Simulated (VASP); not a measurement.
# AlCu6 (P6_3/m) in VASP: single point with PBE

Aim: the single point of AlCu6 with PBE.

All numbers are computed with VASP 6.6.1; they aren't measurements. Logs are shortened: lines on timing, memory, paths and dates and some standing lists are left out, and cuts for length are marked.

### 1 The cell of the first run

The structure is hexagonal, space group P6_3/m (No. 176). The conventional cell has a = 6.845 Å, b = 6.845 Å, c = 4.225 Å, α = 90.00°, β = 90.00°, γ = 120.00°. Within 3.4 Å of Al (site symmetry -6) lie 12 Cu at 2.58 to 2.60 Å. Within 3.4 Å of Cu (site symmetry m) lie 9 Cu at 2.58 to 2.60 Å and 3 Al at 2.58 to 2.59 Å. Cu (site symmetry m) has 11 Cu at 2.58 to 2.59 Å and 1 Al at 2.60 Å within 3.4 Å.

### 2 Single point, PBE

File INCAR:

```
ALGO = Normal
EDIFF = 1E-6
ENCUT = 600
GGA = PE
GGA_COMPAT = F
ISIF = 2
ISMEAR = 0
LASPH = T
LCHARG = F
LREAL = F
LWAVE = F
NBANDS = 82
NELM = 120
PREC = Accurate
SIGMA = 0.1
```

File KPOINTS:

```
k-points
0
Gamma
  3 3 4
```

File POSCAR:

```
AlCu6
1.0
    6.8450110894      0.0000000000      0.0000000000
   -3.4225055447      5.9279534926      0.0000000000
    0.0000000000      0.0000000000      4.2246909006
Al Cu
2 12
Direct
    0.6666666667      0.3333333333      0.7500000000
    0.3333333333      0.6666666667      0.2500000000
    0.3809149067      0.4753460211      0.7500000000
    0.9539685380      0.1907053197      0.7500000000
    0.5246539789      0.9055688855      0.7500000000
    0.2367367818      0.0460314620      0.7500000000
    0.0944311145      0.6190850933      0.7500000000
    0.8092946803      0.7632632182      0.7500000000
    0.9055688855      0.3809149067      0.2500000000
    0.7632632182      0.9539685380      0.2500000000
    0.4753460211      0.0944311145      0.2500000000
    0.1907053197      0.2367367818      0.2500000000
    0.0460314620      0.8092946803      0.2500000000
    0.6190850933      0.5246539789      0.2500000000
```

Potentials or basis: VASP PAW PBE potentials, release 64 (Al, Cu).

Run with:

```console
cat potpaw_PBE.64/Al/POTCAR potpaw_PBE.64/Cu/POTCAR > POTCAR
mpirun -np 1 vasp_std > vasp.out
```

OUTCAR:

```text
EDIFF = 1E-6
   ENCUT = 600
   GGA = PE
   ISIF = 2
   ISMEAR = 0
   LASPH = T
   LREAL = F
   NELM = 120
   PREC = Accurate

 ion  position               nearest neighbor table
   1  0.667  0.333  0.750-   5 2.58   7 2.58   3 2.58   9 2.59   9 2.59  11 2.59  11 2.59  14 2.59
                            14 2.59   8 2.60   6 2.60   4 2.60
   2  0.333  0.667  0.250-  11 2.58   9 2.58  14 2.58   7 2.59   7 2.59   5 2.59   5 2.59   3 2.59
                             3 2.59  12 2.60  10 2.60  13 2.60
   3  0.381  0.475  0.750-   4 2.58   1 2.58  14 2.59  14 2.59  12 2.59  12 2.59   8 2.59   6 2.59
                             2 2.59   2 2.59   5 2.60   7 2.60
   4  0.954  0.191  0.750-   3 2.58   8 2.58   6 2.58  12 2.58  12 2.58  10 2.58  10 2.58   9 2.59
                             9 2.59   7 2.59   5 2.59   1 2.60
   5  0.525  0.906  0.750-   8 2.58   1 2.58  11 2.59  11 2.59  10 2.59  10 2.59   6 2.59   4 2.59
                             2 2.59   2 2.59   3 2.60   7 2.60
   6  0.237  0.046  0.750-   7 2.58   8 2.58   4 2.58  13 2.58  13 2.58  12 2.58  12 2.58  11 2.59
                            11 2.59   5 2.59   3 2.59   1 2.60
   7  0.094  0.619  0.750-   6 2.58   1 2.58   9 2.59   9 2.59  13 2.59  13 2.59   4 2.59   8 2.59
                             2 2.59   2 2.59   5 2.60   3 2.60
   8  0.809  0.763  0.750-   5 2.58   4 2.58   6 2.58  13 2.58  13 2.58  10 2.58  10 2.58  14 2.59
                            14 2.59   3 2.59   7 2.59   1 2.60
   9  0.906  0.381  0.250-  10 2.58   2 2.58   7 2.59   7 2.59   4 2.59   4 2.59  13 2.59  12 2.59
                             1 2.59   1 2.59  11 2.60  14 2.60
  10  0.763  0.954  0.250-   9 2.58  12 2.58  13 2.58   4 2.58   4 2.58   8 2.58   8 2.58   5 2.59
                             5 2.59  11 2.59  14 2.59   2 2.60
  11  0.475  0.094  0.250-  12 2.58   2 2.58   5 2.59   5 2.59   6 2.59   6 2.59  10 2.59  13 2.59
                             1 2.59   1 2.59  14 2.60   9 2.60
  12  0.191  0.237  0.250-  11 2.58  13 2.58  10 2.58   4 2.58   4 2.58   6 2.58   6 2.58   3 2.59
                             3 2.59  14 2.59   9 2.59   2 2.60
  13  0.046  0.809  0.250-  14 2.58  12 2.58  10 2.58   8 2.58   8 2.58   6 2.58   6 2.58   7 2.59
                             7 2.59   9 2.59  11 2.59   2 2.60
  14  0.619  0.525  0.250-  13 2.58   2 2.58   3 2.59   3 2.59   8 2.59   8 2.59  12 2.59  10 2.59
                             1 2.59   1 2.59  11 2.60   9 2.60

  LATTYP: Found a hexagonal cell.
 ALAT       =     6.8450110894
 C/A-ratio  =     0.6171927036

  Lattice vectors:

 A1 = (   6.8450110894,   0.0000000000,   0.0000000000)
 A2 = (  -3.4225055447,   5.9279534926,   0.0000000000)
 A3 = (   0.0000000000,   0.0000000000,   4.2246909006)

Analysis of symmetry for initial positions (statically):
=====================================================================
 Subroutine PRICEL returns:
 Original cell was already a primitive cell.

 Routine SETGRP: Setting up the symmetry group for a
 hexagonal supercell.

 Subroutine GETGRP returns: Found 12 space group operations
 (whereof  6 operations were pure point group operations)
 out of a pool of 24 trial point group operations.

The static configuration has the point symmetry S_6 .
 The point group associated with its full space group is C_6h.

Analysis of symmetry for dynamics (positions and initial velocities):
=====================================================================
 Subroutine PRICEL returns:
 Original cell was already a primitive cell.

 Routine SETGRP: Setting up the symmetry group for a
 hexagonal supercell.

 Subroutine GETGRP returns: Found 12 space group operations
 (whereof  6 operations were pure point group operations)
 out of a pool of 24 trial point group operations.

The dynamic configuration has the point symmetry S_6 .
 The point group associated with its full space group is C_6h.

 Subroutine INISYM returns: Found 12 space group operations
 (whereof  6 operations are pure point group operations),
 and found     1 'primitive' translations

----------------------------------------------------------------------------------------

                                     Primitive cell

  volume of cell :     171.4249

  direct lattice vectors                    reciprocal lattice vectors
     6.845011089  0.000000000  0.000000000     0.146091801  0.084346141  0.000000000
    -3.422505545  5.927953493  0.000000000     0.000000000  0.168692282  0.000000000
     0.000000000  0.000000000  4.224690901     0.000000000  0.000000000  0.236703708

[... 55 lines left out ...]
     0.000000000  0.000000000  0.000000000

 Subroutine IBZKPT returns following result:
 ===========================================

 Found      9 irreducible k-points:

 Following reciprocal coordinates:
            Coordinates               Weight
  0.000000  0.000000  0.000000      1.000000
  0.333333  0.000000  0.000000      6.000000
  0.333333  0.333333  0.000000      2.000000
  0.000000  0.000000  0.250000      2.000000
  0.333333  0.000000  0.250000     12.000000
  0.333333  0.333333  0.250000      4.000000
  0.000000  0.000000  0.500000      1.000000
  0.333333  0.000000  0.500000      6.000000
  0.333333  0.333333  0.500000      2.000000
   k-points           NKPTS =      9   k-points in BZ     NKDIM =      9   number of bands    NBANDS=     82
   number of dos      NEDOS =    301   number of ions     NIONS =     14
   total plane-waves  NPLWV = 112896
   dimension x,y,z NGX =    56 NGY =   56 NGZ =   36
   dimension x,y,z NGXF=   112 NGYF=  112 NGZF=   72
   ions per type =               2  12
   NGX,Y,Z   is equivalent  to a cutoff of  13.60, 13.60, 14.17 a.u.
   NGXF,Y,Z  is equivalent  to a cutoff of  27.20, 27.20, 28.33 a.u.
 SYSTEM =  unknown system
   PREC   = accura    normal or accurate (medium, high low for compatibility)
   ISTART =      0    job   : 0-new  1-cont  2-samecut
   ICHARG =      2    charge: 1-file 2-atom 10-const
   ISPIN  =      1    spin polarized calculation?
   LNONCOLLINEAR =      F non collinear calculations
   LSORBIT =      F    spin-orbit coupling
   LASPH  =      T    aspherical Exc in radial PAW
   ENCUT  =  600.0 eV  44.10 Ry    6.64 a.u.  13.67 13.67  8.44*2*pi/ulx,y,z
   NELM   =    120;   NELMIN=  2; NELMDL= -5     # of ELM steps
   EDIFF  = 0.1E-05   stopping-criterion for ELM
   LREAL  =      F    real-space projection
   EDIFFG = 0.1E-04   stopping-criterion for IOM
   NSW    =      0    number of steps for IOM
   IBRION =     -1    ionic relax: 0-MD 1-quasi-New 2-CG
   NFREE  =      0    steps in history (QN), initial steepest desc. (CG)
   ISIF   =      2    stress and relaxation
   ISYM   =      2    0-nonsym 1-usesym 2-fastsym
   POTIM  = 0.5000    time-step for ionic-motion
   TEBEG  =    0.0;   TEEND  =   0.0 temperature during run
   PSTRESS=    0.0 pullay stress
   NELECT =     138.0000    total number of electrons
   NUPDOWN=      -1.0000    fix difference up-down
   EMIN   =  10.00;   EMAX   =-10.00  energy-range for DOS
   EFERMI =   0.00;   METHOD = LEGACY
   ISMEAR =     0;   SIGMA  =   0.10  broadening in eV -4-tet -1-fermi 0-gaus
   EFERMI_NEDOS =   21; number of points for ismear=-14 and -15
   IALGO  =     38    algorithm
   IMIX   =      4    mixing-type and parameters
     AMIX     =   0.40;   BMIX     =  1.00
     AMIX_MAG =   1.60;   BMIX_MAG =  1.00
  volume/ion in A,a.u.               =      12.24        82.63
  Fermi-wavevector in a.u.,A,eV,Ry     =   1.522918  2.877898 31.555716  2.319280
  Thomas-Fermi vector in A             =   2.631432
   LORBIT       =      0    0 simple, 1 ext, 2 COOP (PROOUT), +10 PAW based schemes
   GGA     = PE    functional components
   LHFCALC =     F    Hartree Fock is set to
   AEXX    =    0.0000 exact exchange contribution
   IVDW    =     0    specifies the selected vdW correction
   LEPSILON=     F    determine dielectric tensor
   LRPA    =     F    only Hartree local field effects (RPA)
 non-spin polarized calculation
 Gauss-broadening in eV      SIGMA  =   0.10
  energy-cutoff  :      600.00
  volume of cell :      171.42
 maximum number of plane-waves:      5765
 NGX is ok and might be reduce to    56
   NGX = 27   NGY = 27   NGZ = 17

 number of electron     138.0000071 magnetization

 Free energy of the ion-electron system (eV)
  ---------------------------------------------------
  ext. energy  EPLUGINS =         0.00000000
  ---------------------------------------------------
  free energy    TOTEN  =       -53.81534042 eV

  energy without entropy =      -53.80155146  energy(sigma->0) =      -53.80844594

 E-fermi :   8.0180     XC(G=0): -12.3595

 val. band max:        7.9454853863   @ k =   0.3333   0.0000   0.2500
 cond. band min:       8.2177633943   @ k =   0.3333   0.0000   0.2500
 fundamental gap:      0.2722780080
 Fermi energy:         8.0180070870

 k-point     1 :       0.0000    0.0000    0.0000
  band No.  band energies     occupation
      1      -2.0695      2.00000
      2       1.0174      2.00000
      3       1.8215      2.00000
      4       1.8215      2.00000
      5       2.0081      2.00000
      6       2.2880      2.00000
[... 745 lines left out ...]
     80      12.6388      0.00000
     81      12.6777      0.00000
 [bands above 81 left out]

------------------------ aborting loop because EDIFF is reached ----------------------------------------

  FORCE on cell =-STRESS in cart. coord.  units (eV):
  Direction    XX          YY          ZZ          XY          YZ          ZX
  --------------------------------------------------------------------------------------
  -------------------------------------------------------------------------------------
  Total        0.5671080      0.5671080      0.2608699     -0.0000001      0.0000000      0.0000000
  in kB        5.3003243      5.3003243      2.4381512     -0.0000005      0.0000000      0.0000000
  external PRESSURE =       4.3462666 kB  Pullay stress =       0.0000000 kB

 VOLUME and BASIS-vectors are now :
 -----------------------------------------------------------------------------
  energy-cutoff  :      600.00
  volume of cell :      171.42
      direct lattice vectors                 reciprocal lattice vectors
     6.845011089  0.000000000  0.000000000     0.146091801  0.084346141  0.000000000
    -3.422505545  5.927953493  0.000000000     0.000000000  0.168692282  0.000000000
     0.000000000  0.000000000  4.224690901     0.000000000  0.000000000  0.236703708

 POSITION                                       TOTAL-FORCE (eV/Angst)
 -----------------------------------------------------------------------------------
      3.42251      1.97598      3.16852         0.000000      0.000000     -0.000000
     -0.00000      3.95197      1.05617         0.000000      0.000000      0.000000
      0.98049      2.81783      3.16852         0.021256      0.009202      0.000000
      5.87724      1.13049      3.16852         0.005453      0.004834     -0.000000
      0.49195      5.36817      3.16852        -0.018598      0.013807     -0.000000
      1.46292      0.27287      3.16852         0.001460     -0.007140     -0.000000
     -1.47244      3.66991      3.16852        -0.002659     -0.023010     -0.000000
      2.92736      4.52459      3.16852        -0.006913      0.002306      0.000000
      4.89495      2.25805      1.05617         0.002659      0.023010      0.000000
      1.95958      5.65508      1.05617        -0.001460      0.007140      0.000000
      2.93056      0.55978      1.05617         0.018598     -0.013807      0.000000
      0.49515      1.40336      1.05617         0.006913     -0.002306     -0.000000
     -2.45473      4.79746      1.05617        -0.005453     -0.004834     -0.000000
      2.44201      3.11012      1.05617        -0.021256     -0.009202      0.000000
 -----------------------------------------------------------------------------------
    total drift:                                0.000000      0.000000     -0.000000

  FREE ENERGIE OF THE ION-ELECTRON SYSTEM (eV)
  ---------------------------------------------------
  free  energy   TOTEN  =       -53.8153404164 eV

  energy  without entropy=      -53.8015514555  energy(sigma->0) =      -53.80844594
```

Wall time 8.6 min (1 thread of Intel Xeon 8259CL, shared host); peak memory 0.38 GiB.

What came out:

```
Free energy            : -53.8153 eV
Pressure               : 0.4 GPa
Largest force          : 0.023 eV/Å
Band gap on the k mesh : zero (bands 69 and 70 overlap by 3.11 eV)
```

Forces on the atoms (eV/Å):
```
Al   0.000  0.000  0.000
Al   0.000  0.000  0.000
Cu   0.021  0.009  0.000
Cu   0.005  0.005  0.000
Cu  -0.019  0.014  0.000
Cu   0.001 -0.007  0.000
Cu  -0.003 -0.023  0.000
Cu  -0.007  0.002  0.000
Cu   0.003  0.023  0.000
Cu  -0.001  0.007  0.000
Cu   0.019 -0.014  0.000
Cu   0.007 -0.002  0.000
Cu  -0.005 -0.005  0.000
Cu  -0.021 -0.009  0.000
```

Caveat: the k points lie up to 0.37 Å⁻¹ apart, too coarse for converged energies and pressures of a metal.

The gap in the log of VASP goes by the Fermi energy; the results here count the filled bands.